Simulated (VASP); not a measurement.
Set up this calculation in VASP 6.6.1, as the native input.

| Property | Result |
| --- | --- |
| Task | single point |
| Functional | PBE |
| Potentials or basis | VASP PAW PBE potentials, release 64 (Ti_sv, Al, F) |
| Cutoff | 520 eV |
| k mesh | 10 × 10 × 10 |
| Occupations | gaussian, width 0.1 eV |
| Spin | no spin polarisation |
| Dipole correction | no |
| Further INCAR settings | ALGO = Normal; EDIFF = 1e-06; NBANDS = 22 |

The structure of TiAl3F lies in POSCAR:

```
TiAl3F
1.0
    4.2495193925      0.0000000000      0.0000000000
    0.0000000000      4.2495193925      0.0000000000
    0.0000000000      0.0000000000      4.2495193925
Ti Al F
1 3 1
Direct
    0.0000000000      0.0000000000      0.0000000000
    0.0000000000      0.5000000000      0.5000000000
    0.5000000000      0.0000000000      0.5000000000
    0.5000000000      0.5000000000      0.0000000000
    0.5000000000      0.5000000000      0.5000000000
```

The cell was generated, and may not be a known phase.

These files were run (other wordings do the same):

INCAR

```
SYSTEM = TiAl3F
PREC = Accurate
ENCUT = 520
EDIFF = 1E-6
ISMEAR = 0
SIGMA = 0.1
LREAL = .False.
LASPH = .True.
NELM = 60
ALGO = Normal
ISIF = 2
LWAVE = .False.
LCHARG = .True.
GGA = PE
LELF = .True.
LVHAR = .True.
NBANDS = 22
```

KPOINTS

```
regular mesh
0
Gamma
  10 10 10
  0 0 0
```

Potentials or basis: VASP PAW PBE potentials, release 64 (Ti_sv, Al, F).

The run is started by

```sh
$ cat potpaw_PBE.64/Ti_sv/POTCAR potpaw_PBE.64/Al/POTCAR potpaw_PBE.64/F/POTCAR > POTCAR
$ mpirun -np 1 vasp_std > vasp.out
```

Results of the run:

| Property | Result |
| --- | --- |
| Pressure | -0.1 GPa |
| Band gap on the k mesh | zero (bands 14 and 15 overlap by 0.51 eV) |

It took 42 s on 1 thread of AMD EPYC 9R45 96-Core Processor (Zen 5), on a shared host, peak memory 0.21 GiB.
